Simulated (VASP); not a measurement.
Runs of VASP 6.6.1 on Ga. The structure is that of space group P6_3/mmc (No. 194), or close to it. The cells are those of the table. 

```tsv
task	cell	k mesh	cutoff (eV)	gap on the mesh (eV)	pressure (GPa)
single point	a = 3.110, b = 3.110, c = 10.156 Å, angles 90.0, 90.0, 120.0°, 4 atoms	13 × 13 × 4	520	none	-2.7
relaxation of cell and atoms	relaxed from a = 3.026, b = 3.026, c = 9.883 Å, angles 90.0, 90.0, 120.0°, 4 atoms	12 × 12 × 4	600	none	0.1
single point	a = 3.148, b = 3.148, c = 10.280 Å, angles 90.0, 90.0, 120.0°, 4 atoms	13 × 13 × 4	520	none	-3.6
single point	a = 3.031, b = 3.031, c = 9.899 Å, angles 90.0, 90.0, 120.0°, 4 atoms	16 × 16 × 5	520	none	(a)
```

Alike in all rows: level RPBE; potentials or basis VASP PAW PBE potentials, release 64 (Ga_d); no spin polarisation; smearing fermi-dirac 0.1 eV.

Question: Estimate the missing entries.

Answer: (a) 0.0.

Caveats: the PAW data sets were made with another functional, which shifts forces and pressure a little.

A k mesh can miss the band edges, and the runs leave out spin-orbit coupling on Ga.

A gap of «none» marks levels without a gap at the run's occupations.
